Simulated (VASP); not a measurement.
# MgSe (a.bB) (Fm-3m) in VASP: single point with PBEsol

Aim: the single point of MgSe (a.bB) with PBEsol.

Everything below comes from runs of VASP 6.6.1. Logs are shortened: lines on timing, memory, paths and dates and some standing lists are left out, and cuts for length are marked.

### 1 The cell of the first run

Symmetry: Fm-3m, No. 225, cubic system. Conventional cell: a = 5.449 Å, b = 5.449 Å, c = 5.449 Å, α = 90.00°, β = 90.00°, γ = 90.00°. Within 3.6 Å of Mg (site symmetry m-3m) lie 6 Se at 2.72 Å. Within 3.6 Å of Se (site symmetry m-3m) lie 6 Mg at 2.72 Å.

### 2 Single point, PBEsol

File INCAR:

```
SYSTEM = MgSe
  ALGO = Normal
  EDIFF = 1E-6
  ENCUT = 600
  GGA = PS
  GGA_COMPAT = .FALSE.
  ISIF = 2
  ISMEAR = 0
  LASPH = .TRUE.
  LCHARG = .TRUE.
  LELF = .TRUE.
  LREAL = .FALSE.
  LVHAR = .TRUE.
  LWAVE = .FALSE.
  NBANDS = 11
  NELM = 120
  PREC = Accurate
  SIGMA = 0.02
```

File KPOINTS:

```
k-points
0
G
  8 8 8
  0 0 0
```

File POSCAR:

```
MgSe
1.0
    0.0000000000      2.7246416508      2.7246416508
    2.7246416508      0.0000000000      2.7246416508
    2.7246416508      2.7246416508      0.0000000000
Mg Se
1 1
Direct
    0.0000000000      0.0000000000      0.0000000000
    0.5000000000      0.5000000000      0.5000000000
```

Potentials or basis: VASP PAW PBE potentials, release 64 (Mg, Se).

Started as:

```
cat potpaw_PBE.64/Mg/POTCAR potpaw_PBE.64/Se/POTCAR > POTCAR
mpirun -np 1 vasp_std > vasp.out
```

OUTCAR:

```text
SYSTEM = MgSe
   EDIFF = 1E-6
   ENCUT = 600
   GGA = PS
   ISIF = 2
   ISMEAR = 0
   LASPH = .TRUE.
   LREAL = .FALSE.
   NELM = 120
   PREC = Accurate

 ion  position               nearest neighbor table
   1  0.000  0.000  0.000-   2 2.72   2 2.72   2 2.72   2 2.72   2 2.72   2 2.72
   2  0.500  0.500  0.500-   1 2.72   1 2.72   1 2.72   1 2.72   1 2.72   1 2.72

  LATTYP: Found a face centered cubic cell.
 ALAT       =     5.4492833016

  Lattice vectors:

 A1 = (   0.0000000000,   2.7246416508,   2.7246416508)
 A2 = (   2.7246416508,   0.0000000000,   2.7246416508)
 A3 = (   2.7246416508,   2.7246416508,   0.0000000000)

Analysis of symmetry for initial positions (statically):
=====================================================================
 Subroutine PRICEL returns:
 Original cell was already a primitive cell.

 Routine SETGRP: Setting up the symmetry group for a
 face centered cubic supercell.

 Subroutine GETGRP returns: Found 48 space group operations
 (whereof 48 operations were pure point group operations)
 out of a pool of 48 trial point group operations.

The static configuration has the point symmetry O_h .

Analysis of symmetry for dynamics (positions and initial velocities):
=====================================================================
 Subroutine PRICEL returns:
 Original cell was already a primitive cell.

 Routine SETGRP: Setting up the symmetry group for a
 face centered cubic supercell.

 Subroutine GETGRP returns: Found 48 space group operations
 (whereof 48 operations were pure point group operations)
 out of a pool of 48 trial point group operations.

The dynamic configuration has the point symmetry O_h .

 Subroutine INISYM returns: Found 48 space group operations
 (whereof 48 operations are pure point group operations),
 and found     1 'primitive' translations

----------------------------------------------------------------------------------------

                                     Primitive cell

  volume of cell :      40.4537

  direct lattice vectors                    reciprocal lattice vectors
     0.000000000  2.724641651  2.724641651    -0.183510371  0.183510371  0.183510371
     2.724641651  0.000000000  2.724641651     0.183510371 -0.183510371  0.183510371
     2.724641651  2.724641651  0.000000000     0.183510371  0.183510371 -0.183510371

  length of vectors
     3.853225175  3.853225175  3.853225175     0.317849286  0.317849286  0.317849286

  position of ions in fractional coordinates (direct lattice)
     0.000000000  0.000000000  0.000000000
     0.500000000  0.500000000  0.500000000

  ion indices of the primitive-cell ions
   primitive index   ion index
                 1           1
                 2           2

----------------------------------------------------------------------------------------

 KPOINTS: k-points

Automatic generation of k-mesh.
 Grid dimensions read from file:
 generate k-points for:    8    8    8

 Generating k-lattice:

  Cartesian coordinates                     Fractional coordinates (reciprocal lattice)
    -0.022938796  0.022938796  0.022938796     0.125000000  0.000000000  0.000000000
     0.022938796 -0.022938796  0.022938796     0.000000000  0.125000000  0.000000000
     0.022938796  0.022938796 -0.022938796     0.000000000  0.000000000  0.125000000

  Length of vectors
     0.039731161  0.039731161  0.039731161

  Shift w.r.t. Gamma in fractional coordinates (k-lattice)
     0.000000000  0.000000000  0.000000000

 Subroutine IBZKPT returns following result:
 ===========================================

 Found     29 irreducible k-points:

 Following reciprocal coordinates:
            Coordinates               Weight
  0.000000  0.000000  0.000000      1.000000
  0.125000  0.000000  0.000000      8.000000
  0.250000  0.000000  0.000000      8.000000
  0.375000  0.000000  0.000000      8.000000
  0.500000  0.000000  0.000000      4.000000
  0.125000  0.125000  0.000000      6.000000
[... 16 lines left out ...]
  0.500000  0.250000  0.125000     48.000000
 -0.375000  0.250000  0.125000     24.000000
 [... further k-points ...]
   k-points           NKPTS =     29   k-points in BZ     NKDIM =     29   number of bands    NBANDS=     11
   number of dos      NEDOS =    301   number of ions     NIONS =      2
   total plane-waves  NPLWV =  32768
   dimension x,y,z NGX =    32 NGY =   32 NGZ =   32
   dimension x,y,z NGXF=    64 NGYF=   64 NGZF=   64
   ions per type =               1   1
   NGX,Y,Z   is equivalent  to a cutoff of  13.81, 13.81, 13.81 a.u.
   NGXF,Y,Z  is equivalent  to a cutoff of  27.61, 27.61, 27.61 a.u.
 SYSTEM =  MgSe
   PREC   = accura    normal or accurate (medium, high low for compatibility)
   ISTART =      0    job   : 0-new  1-cont  2-samecut
   ICHARG =      2    charge: 1-file 2-atom 10-const
   ISPIN  =      1    spin polarized calculation?
   LNONCOLLINEAR =      F non collinear calculations
   LSORBIT =      F    spin-orbit coupling
   LASPH  =      T    aspherical Exc in radial PAW
   ENCUT  =  600.0 eV  44.10 Ry    6.64 a.u.   7.70  7.70  7.70*2*pi/ulx,y,z
   NELM   =    120;   NELMIN=  2; NELMDL= -5     # of ELM steps
   EDIFF  = 0.1E-05   stopping-criterion for ELM
   LREAL  =      F    real-space projection
   EDIFFG = 0.1E-04   stopping-criterion for IOM
   NSW    =      0    number of steps for IOM
   IBRION =     -1    ionic relax: 0-MD 1-quasi-New 2-CG
   NFREE  =      0    steps in history (QN), initial steepest desc. (CG)
   ISIF   =      2    stress and relaxation
   ISYM   =      2    0-nonsym 1-usesym 2-fastsym
   POTIM  = 0.5000    time-step for ionic-motion
   TEBEG  =    0.0;   TEEND  =   0.0 temperature during run
   PSTRESS=    0.0 pullay stress
   NELECT =       8.0000    total number of electrons
   NUPDOWN=      -1.0000    fix difference up-down
   EMIN   =  10.00;   EMAX   =-10.00  energy-range for DOS
   EFERMI =   0.00;   METHOD = LEGACY
   ISMEAR =     0;   SIGMA  =   0.02  broadening in eV -4-tet -1-fermi 0-gaus
   EFERMI_NEDOS =   21; number of points for ismear=-14 and -15
   IALGO  =     38    algorithm
   IMIX   =      4    mixing-type and parameters
     AMIX     =   0.40;   BMIX     =  1.00
     AMIX_MAG =   1.60;   BMIX_MAG =  1.00
  volume/ion in A,a.u.               =      20.23       136.50
  Fermi-wavevector in a.u.,A,eV,Ry     =   0.953789  1.802399 12.377391  0.909713
  Thomas-Fermi vector in A             =   2.082476
   LORBIT       =      0    0 simple, 1 ext, 2 COOP (PROOUT), +10 PAW based schemes
   GGA     = PS    functional components
   LHFCALC =     F    Hartree Fock is set to
   AEXX    =    0.0000 exact exchange contribution
   IVDW    =     0    specifies the selected vdW correction
   LEPSILON=     F    determine dielectric tensor
   LRPA    =     F    only Hartree local field effects (RPA)
 non-spin polarized calculation
 Gauss-broadening in eV      SIGMA  =   0.02
  energy-cutoff  :      600.00
  volume of cell :       40.45
 maximum number of plane-waves:      1365
   NGX = 15   NGY = 15   NGZ = 15

 number of electron       8.0000000 magnetization

 Free energy of the ion-electron system (eV)
  ---------------------------------------------------
  ext. energy  EPLUGINS =         0.00000000
  ---------------------------------------------------
  free energy    TOTEN  =        -8.10615545 eV

  energy without entropy =       -8.10615545  energy(sigma->0) =       -8.10615545

 E-fermi :   3.2961     XC(G=0):  -9.6238

 val. band max:        3.1517428885   @ k =   0.0000   0.0000   0.0000
 cond. band min:       4.9151080487   @ k =   0.5000   0.5000   0.0000
 fundamental gap:      1.7633651602
 Fermi energy:         3.2961494283

 k-point     1 :       0.0000    0.0000    0.0000
  band No.  band energies     occupation
      1      -9.8250      2.00000
      2       3.1517      2.00000
      3       3.1517      2.00000
      4       3.1517      2.00000
      5       5.6582      0.00000
      6      10.4836      0.00000
      7      10.4836      0.00000
      8      10.4836      0.00000
      9      13.0941      0.00000
     10      13.0941      0.00000
     11      13.9454      0.00000

 k-point     2 :       0.1250    0.0000    0.0000
  band No.  band energies     occupation
      1      -9.6912      2.00000
      2       1.9103      2.00000
      3       3.0489      2.00000
      4       3.0489      2.00000
      5       6.6356      0.00000
      6      10.1601      0.00000
      7      10.7138      0.00000
      8      10.7138      0.00000
      9      12.0734      0.00000
     10      12.0734      0.00000
     11      13.8554      0.00000

 k-point     3 :       0.2500    0.0000    0.0000
  band No.  band energies     occupation
      1      -9.3322      2.00000
      2       0.0997      2.00000
      3       2.8270      2.00000
      4       2.8270      2.00000
      5       7.1747      0.00000
      6      10.1658      0.00000
      7      10.1658      0.00000
      8      10.8580      0.00000
      9      12.6714      0.00000
     10      12.6714      0.00000
     11      13.0726      0.00000

 k-point     4 :       0.3750    0.0000    0.0000
  band No.  band energies     occupation
      1      -8.9023      2.00000
      2      -1.3029      2.00000
      3       2.6337      2.00000
      4       2.6337      2.00000
      5       6.9750      0.00000
      6       9.4498      0.00000
      7       9.4498      0.00000
      8      11.8376      0.00000
      9      13.3460      0.00000
     10      14.6030      0.00000
     11      14.6030      0.00000
[... 239 lines left out ...]
 k-point    22 :       0.3750    0.2500    0.1250
  band No.  band energies     occupation
      1      -9.0527      2.00000
      2      -0.1569      2.00000
      3       1.5857      2.00000
      4       2.4373      2.00000
      5       7.9801      0.00000
      6       9.0789      0.00000
      7       9.3624      0.00000
      8      11.5373      0.00000
      9      12.6189      0.00000
     10      15.5543      0.00000
     11      16.0068      0.00000

 k-point    23 :       0.5000    0.2500    0.1250
  band No.  band energies     occupation
      1      -8.6917      2.00000
      2      -0.9616      2.00000
      3       1.0318      2.00000
      4       2.0959      2.00000
      5       7.8754      0.00000
      6       8.7744      0.00000
      7      10.3057      0.00000
      8      11.4166      0.00000
      9      13.9964      0.00000
     10      15.7646      0.00000
     11      16.5210      0.00000

 k-point    24 :      -0.3750    0.2500    0.1250
  band No.  band energies     occupation
      1      -8.5222      2.00000
      2      -1.3278      2.00000
      3       0.8869      2.00000
      4       1.9181      2.00000
      5       7.8552      0.00000
      6       8.4812      0.00000
      7      10.8605      0.00000
      8      12.1553      0.00000
      9      14.1366      0.00000
     10      14.8548      0.00000
     11      17.1603      0.00000

 [... further k-points ...]
[... 5 lines left out ...]
  --------------------------------------------------------------------------------------
  -------------------------------------------------------------------------------------
  Total       -0.0096977     -0.0096977     -0.0096977      0.0000000      0.0000000     -0.0000000
  in kB       -0.3840786     -0.3840786     -0.3840786      0.0000000      0.0000000     -0.0000000
  external PRESSURE =      -0.3840786 kB  Pullay stress =       0.0000000 kB

 VOLUME and BASIS-vectors are now :
 -----------------------------------------------------------------------------
  energy-cutoff  :      600.00
  volume of cell :       40.45
      direct lattice vectors                 reciprocal lattice vectors
     0.000000000  2.724641651  2.724641651    -0.183510371  0.183510371  0.183510371
     2.724641651  0.000000000  2.724641651     0.183510371 -0.183510371  0.183510371
     2.724641651  2.724641651  0.000000000     0.183510371  0.183510371 -0.183510371

 POSITION                                       TOTAL-FORCE (eV/Angst)
 -----------------------------------------------------------------------------------
      0.00000      0.00000      0.00000         0.000000     -0.000000     -0.000000
      2.72464      2.72464      2.72464        -0.000000      0.000000      0.000000
 -----------------------------------------------------------------------------------
    total drift:                               -0.000000     -0.000000      0.000000

  FREE ENERGIE OF THE ION-ELECTRON SYSTEM (eV)
  ---------------------------------------------------
  free  energy   TOTEN  =        -8.1061554499 eV

  energy  without entropy=       -8.1061554499  energy(sigma->0) =       -8.10615545
```

Run time: 9.4 s. Hardware: 1 thread of Intel Xeon Platinum 8559C (Emerald Rapids), shared host; peak memory 0.17 GiB.

What came out:

```yaml
Free_energy: -8.1062 eV
Pressure: 0.0 GPa
Band_gap_on_the_k_mesh: 1.76 eV, indirect (least direct gap 2.51 eV)
```

Caveat: the PAW data sets were made with another functional, which shifts forces and pressure a little.
